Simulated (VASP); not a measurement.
# ZnO (P6_3mc) in VASP: further runs

The runs below take ZnO through single point, with r2SCAN.

All numbers are computed with VASP 6.6.1; they aren't measurements. Logs are shortened: lines on timing, memory, paths and dates and some standing lists are left out, and cuts for length are marked.

### 1 The cell of the first run

The structure is hexagonal, space group P6_3mc (No. 186). The conventional cell has a = 3.430 Å, b = 3.430 Å, c = 4.669 Å, α = 90.00°, β = 90.00°, γ = 120.00°. Within 2.4 Å of Zn (site symmetry 3m) lie 4 O at 1.78 to 2.06 Å. O (site symmetry 3m) has 4 Zn at 1.78 to 2.06 Å within 2.4 Å.

### 2 Single point, r2SCAN

The input, POSCAR:

```
ZnO
1.0
    3.4302836265      0.0000000000      0.0000000000
   -1.7151418132      2.9707127627      0.0000000000
    0.0000000000      0.0000000000      4.6694587936
Zn O
2 2
Direct
    0.3333333333      0.6666666667      0.0000000000
    0.6666666667      0.3333333333      0.5000000000
    0.3333333333      0.6666666667      0.3821000000
    0.6666666667      0.3333333333      0.8821000000
```

The input, INCAR.step1:

```
  ALGO = Normal
  EDIFF = 1E-4
  ENCUT = 520
  GGA = PE
  ISMEAR = 0
  LASPH = T
  LCHARG = F
  LREAL = F
  LWAVE = T
  NBANDS = 26
  NELM = 60
  PREC = Accurate
  SIGMA = 0.05
```

The input, INCAR.step2:

```
  ALGO = Normal
  EDIFF = 1E-6
  ENCUT = 520
  ISIF = 2
  ISMEAR = 0
  ISTART = 1
  LASPH = T
  LCHARG = T
  LELF = T
  LMIXTAU = T
  LREAL = F
  LVHAR = T
  LWAVE = F
  METAGGA = R2SCAN
  NBANDS = 26
  NELM = 60
  PREC = Accurate
  SIGMA = 0.05
```

The input, KPOINTS:

```
k-points
0
Gamma
  12 12 6
```

Potentials or basis: VASP PAW PBE potentials, release 64 (Zn, O).

The run is started by

```
cat potpaw_PBE.64/Zn/POTCAR potpaw_PBE.64/O/POTCAR > POTCAR
cp INCAR.step1 INCAR
mpirun -np 1 vasp_std > vasp.out
cp INCAR.step2 INCAR
mpirun -np 1 vasp_std > vasp.out
```

OUTCAR:

```text
EDIFF = 1E-6
   ENCUT = 520
   ISIF = 2
   ISMEAR = 0
   ISTART = 1
   LASPH = T
   LREAL = F
   METAGGA = R2SCAN
   NELM = 60
   PREC = Accurate

 ion  position               nearest neighbor table
   1  0.333  0.667  0.000-   3 1.78   4 2.06   4 2.06   4 2.06
   2  0.667  0.333  0.500-   4 1.78   3 2.06   3 2.06   3 2.06
   3  0.333  0.667  0.382-   1 1.78   2 2.06   2 2.06   2 2.06
   4  0.667  0.333  0.882-   2 1.78   1 2.06   1 2.06   1 2.06

  LATTYP: Found a hexagonal cell.
 ALAT       =     3.4302836265
 C/A-ratio  =     1.3612456875

  Lattice vectors:

 A1 = (   3.4302836265,   0.0000000000,   0.0000000000)
 A2 = (  -1.7151418132,   2.9707127627,   0.0000000000)
 A3 = (   0.0000000000,   0.0000000000,   4.6694587936)

Analysis of symmetry for initial positions (statically):
=====================================================================
 Subroutine PRICEL returns:
 Original cell was already a primitive cell.

 Routine SETGRP: Setting up the symmetry group for a
 hexagonal supercell.

 Subroutine GETGRP returns: Found 12 space group operations
 (whereof  6 operations were pure point group operations)
 out of a pool of 24 trial point group operations.

The static configuration has the point symmetry C_3v.
 The point group associated with its full space group is C_6v.

Analysis of symmetry for dynamics (positions and initial velocities):
=====================================================================
 Subroutine PRICEL returns:
 Original cell was already a primitive cell.

 Routine SETGRP: Setting up the symmetry group for a
 hexagonal supercell.

 Subroutine GETGRP returns: Found 12 space group operations
 (whereof  6 operations were pure point group operations)
 out of a pool of 24 trial point group operations.

The dynamic configuration has the point symmetry C_3v.
 The point group associated with its full space group is C_6v.

 Subroutine INISYM returns: Found 12 space group operations
 (whereof  6 operations are pure point group operations),
 and found     1 'primitive' translations

----------------------------------------------------------------------------------------

                                     Primitive cell

  volume of cell :      47.5836

  direct lattice vectors                    reciprocal lattice vectors
     3.430283627  0.000000000  0.000000000     0.291521084  0.168309776  0.000000000
    -1.715141813  2.970712763  0.000000000     0.000000000  0.336619552  0.000000000
     0.000000000  0.000000000  4.669458794     0.000000000  0.000000000  0.214157581

  length of vectors
     3.430283627  3.430283626  4.669458794     0.336619552  0.336619552  0.214157581

  position of ions in fractional coordinates (direct lattice)
     0.333333333  0.666666667  0.000000000
     0.666666667  0.333333333  0.500000000
     0.333333333  0.666666667  0.382100000
     0.666666667  0.333333333  0.882100000

  ion indices of the primitive-cell ions
   primitive index   ion index
                 1           1
                 2           2
                 3           3
                 4           4

----------------------------------------------------------------------------------------

 KPOINTS: k-points

Automatic generation of k-mesh.
 Grid dimensions read from file:
 generate k-points for:   12   12    6

 Generating k-lattice:

  Cartesian coordinates                     Fractional coordinates (reciprocal lattice)
     0.024293424  0.014025815  0.000000000     0.083333333  0.000000000  0.000000000
     0.000000000  0.028051629  0.000000000     0.000000000  0.083333333  0.000000000
     0.000000000  0.000000000  0.035692930     0.000000000  0.000000000  0.166666667

  Length of vectors
     0.028051629  0.028051629  0.035692930

  Shift w.r.t. Gamma in fractional coordinates (k-lattice)
     0.000000000  0.000000000  0.000000000

 Subroutine IBZKPT returns following result:
 ===========================================

 Found     76 irreducible k-points:

 Following reciprocal coordinates:
            Coordinates               Weight
  0.000000  0.000000  0.000000      1.000000
  0.083333  0.000000  0.000000      6.000000
  0.166667  0.000000  0.000000      6.000000
  0.250000  0.000000  0.000000      6.000000
  0.333333 -0.000000  0.000000      6.000000
  0.416667  0.000000  0.000000      6.000000
[... 16 lines left out ...]
  0.250000  0.000000  0.166667     12.000000
  0.333333 -0.000000  0.166667     12.000000
 [... further k-points ...]
   k-points           NKPTS =     76   k-points in BZ     NKDIM =     76   number of bands    NBANDS=     26
   number of dos      NEDOS =    301   number of ions     NIONS =      4
   total plane-waves  NPLWV =  28224
   dimension x,y,z NGX =    28 NGY =   28 NGZ =   36
   dimension x,y,z NGXF=    56 NGYF=   56 NGZF=   72
   ions per type =               2   2
   NGX,Y,Z   is equivalent  to a cutoff of  13.57, 13.57, 12.82 a.u.
   NGXF,Y,Z  is equivalent  to a cutoff of  27.14, 27.14, 25.63 a.u.
 SYSTEM =  unknown system
   PREC   = accura    normal or accurate (medium, high low for compatibility)
   ISTART =      1    job   : 0-new  1-cont  2-samecut
   ICHARG =      0    charge: 1-file 2-atom 10-const
   ISPIN  =      1    spin polarized calculation?
   LNONCOLLINEAR =      F non collinear calculations
   LSORBIT =      F    spin-orbit coupling
   LASPH  =      T    aspherical Exc in radial PAW
   ENCUT  =  520.0 eV  38.22 Ry    6.18 a.u.   6.38  6.38  8.68*2*pi/ulx,y,z
   NELM   =     60;   NELMIN=  2; NELMDL=  0     # of ELM steps
   EDIFF  = 0.1E-05   stopping-criterion for ELM
   LREAL  =      F    real-space projection
[... 7 lines left out ...]
   TEBEG  =    0.0;   TEEND  =   0.0 temperature during run
   PSTRESS=    0.0 pullay stress
   NELECT =      36.0000    total number of electrons
   NUPDOWN=      -1.0000    fix difference up-down
   EMIN   =  10.00;   EMAX   =-10.00  energy-range for DOS
   EFERMI =   0.00;   METHOD = LEGACY
   ISMEAR =     0;   SIGMA  =   0.05  broadening in eV -4-tet -1-fermi 0-gaus
   EFERMI_NEDOS =   21; number of points for ismear=-14 and -15
   IALGO  =     38    algorithm
   IMIX   =      4    mixing-type and parameters
     AMIX     =   0.40;   BMIX     =  1.00
     AMIX_MAG =   1.60;   BMIX_MAG =  1.00
  volume/ion in A,a.u.               =      11.90        80.28
  Fermi-wavevector in a.u.,A,eV,Ry     =   1.491729  2.818959 30.276436  2.225255
  Thomas-Fermi vector in A             =   2.604347
   LORBIT       =      0    0 simple, 1 ext, 2 COOP (PROOUT), +10 PAW based schemes
   METAGGA = R2SCAN    functional components
   LHFCALC =     F    Hartree Fock is set to
   AEXX    =    0.0000 exact exchange contribution
   IVDW    =     0    specifies the selected vdW correction
   LEPSILON=     F    determine dielectric tensor
   LRPA    =     F    only Hartree local field effects (RPA)
 non-spin polarized calculation
 Gauss-broadening in eV      SIGMA  =   0.05
  energy-cutoff  :      520.00
  volume of cell :       47.58
 maximum number of plane-waves:      1298
 NGX is ok and might be reduce to    28
   NGX = 13   NGY = 13   NGZ = 17

 number of electron      35.9999980 magnetization

 Free energy of the ion-electron system (eV)
  ---------------------------------------------------
  ext. energy  EPLUGINS =         0.00000000
  ---------------------------------------------------
  free energy    TOTEN  =       -35.61683122 eV

  energy without entropy =      -35.61683122  energy(sigma->0) =      -35.61683122

 E-fermi :   1.0520     XC(G=0): -11.6387

 val. band max:        0.8527272333   @ k =   0.0000   0.0000   0.0000
 cond. band min:       2.0747133034   @ k =   0.0000   0.0000   0.0000
 fundamental gap:      1.2219860701
 Fermi energy:         1.0519586208

 k-point     1 :       0.0000    0.0000    0.0000
  band No.  band energies     occupation
      1     -18.3146      2.00000
      2     -17.3830      2.00000
      3      -4.9679      2.00000
      4      -4.9379      2.00000
      5      -4.9378      2.00000
      6      -4.6471      2.00000
[... 18 lines left out ...]
     25      14.9014      0.00000
     26      16.5441      0.00000

 k-point     2 :       0.0833    0.0000    0.0000
  band No.  band energies     occupation
      1     -18.2838      2.00000
      2     -17.3798      2.00000
      3      -5.0352      2.00000
      4      -4.9216      2.00000
      5      -4.8808      2.00000
      6      -4.6914      2.00000
[... 18 lines left out ...]
     25      15.0122      0.00000
     26      17.0335      0.00000

 k-point     3 :       0.1667    0.0000    0.0000
  band No.  band energies     occupation
      1     -18.1966      2.00000
      2     -17.3726      2.00000
      3      -5.1247      2.00000
      4      -4.8799      2.00000
      5      -4.8152      2.00000
      6      -4.7481      2.00000
[... 18 lines left out ...]
     25      15.2430      0.00000
     26      16.3627      0.00000

 k-point     4 :       0.2500    0.0000    0.0000
  band No.  band energies     occupation
      1     -18.0676      2.00000
      2     -17.3707      2.00000
      3      -5.2029      2.00000
      4      -4.8308      2.00000
      5      -4.8012      2.00000
      6      -4.7347      2.00000
[... 18 lines left out ...]
     25      15.3035      0.00000
     26      15.3591      0.00000

 k-point     5 :       0.3333   -0.0000    0.0000
  band No.  band energies     occupation
      1     -17.9211      2.00000
      2     -17.3838      2.00000
      3      -5.2402      2.00000
      4      -4.8291      2.00000
      5      -4.7925      2.00000
      6      -4.6562      2.00000
[... 18 lines left out ...]
     25      14.6435      0.00000
     26      15.1334      0.00000

 k-point     6 :       0.4167    0.0000    0.0000
  band No.  band energies     occupation
      1     -17.7913      2.00000
      2     -17.4149      2.00000
      3      -5.2313      2.00000
      4      -4.8421      2.00000
      5      -4.7717      2.00000
      6      -4.5750      2.00000
[... 427 lines left out ...]
 k-point    21 :       0.0833    0.0000    0.1667
  band No.  band energies     occupation
      1     -18.2222      2.00000
      2     -17.4379      2.00000
      3      -5.1055      2.00000
      4      -4.9239      2.00000
      5      -4.9181      2.00000
      6      -4.8916      2.00000
[... 18 lines left out ...]
     25      14.6495      0.00000
     26      16.7404      0.00000

 k-point    22 :       0.1667    0.0000    0.1667
  band No.  band energies     occupation
      1     -18.1391      2.00000
      2     -17.4242      2.00000
      3      -5.1875      2.00000
      4      -4.9375      2.00000
      5      -4.8788      2.00000
      6      -4.8465      2.00000
[... 18 lines left out ...]
     25      14.8446      0.00000
     26      16.2437      0.00000

 k-point    23 :       0.2500    0.0000    0.1667
  band No.  band energies     occupation
      1     -18.0169      2.00000
      2     -17.4120      2.00000
      3      -5.2665      2.00000
      4      -4.9688      2.00000
      5      -4.8235      2.00000
      6      -4.7855      2.00000
[... 18 lines left out ...]
     25      14.9663      0.00000
     26      15.3313      0.00000

 k-point    24 :       0.3333   -0.0000    0.1667
  band No.  band energies     occupation
      1     -17.8795      2.00000
      2     -17.4129      2.00000
      3      -5.3100      2.00000
      4      -4.9991      2.00000
      5      -4.7772      2.00000
      6      -4.7168      2.00000
[... 18 lines left out ...]
     25      14.5882      0.00000
     26      14.9395      0.00000

 [... further k-points ...]

------------------------ aborting loop because EDIFF is reached ----------------------------------------

  FORCE on cell =-STRESS in cart. coord.  units (eV):
  Direction    XX          YY          ZZ          XY          YZ          ZX
  --------------------------------------------------------------------------------------
  -------------------------------------------------------------------------------------
  Total       -2.7629208     -2.7629208     10.9051908     -0.0000000      0.0000000      0.0000000
  in kB      -93.0297327    -93.0297327    367.1864194     -0.0000000      0.0000000      0.0000000
  external PRESSURE =      60.3756513 kB  Pullay stress =       0.0000000 kB

 VOLUME and BASIS-vectors are now :
 -----------------------------------------------------------------------------
  energy-cutoff  :      520.00
  volume of cell :       47.58
      direct lattice vectors                 reciprocal lattice vectors
     3.430283627  0.000000000  0.000000000     0.291521084  0.168309776  0.000000000
    -1.715141813  2.970712763  0.000000000     0.000000000  0.336619552  0.000000000
     0.000000000  0.000000000  4.669458794     0.000000000  0.000000000  0.214157581

 POSITION                                       TOTAL-FORCE (eV/Angst)
 -----------------------------------------------------------------------------------
     -0.00000      1.98048      0.00000         0.000000      0.000000     -2.666376
      1.71514      0.99024      2.33473        -0.000000      0.000000     -2.666376
     -0.00000      1.98048      1.78420         0.000000     -0.000000      2.666376
      1.71514      0.99024      4.11893         0.000000      0.000000      2.666376
 -----------------------------------------------------------------------------------
    total drift:                                0.000000      0.000001     -0.017916

  FREE ENERGIE OF THE ION-ELECTRON SYSTEM (eV)
  ---------------------------------------------------
  free  energy   TOTEN  =       -35.6168312233 eV

  energy  without entropy=      -35.6168312233  energy(sigma->0) =      -35.61683122
```

Wall time 2.4 min (1 thread of Intel Xeon 6975P-C (Granite Rapids), shared host); peak memory 0.22 GiB.

What came out:

* Free energy: -35.6168 eV
* Pressure: 6.0 GPa
* Largest force: 2.666 eV/Å
* Band gap on the k mesh: 1.22 eV, direct

Forces in eV/Å, atoms in the order of the input:
```
Zn   0.000  0.000 -2.666
Zn   0.000  0.000 -2.666
O    0.000  0.000  2.666
O    0.000  0.000  2.666
```

Caveat: the PAW data sets were made with another functional, which shifts forces and pressure a little. A k mesh can miss the band edges.

[end of part 1 of 2]
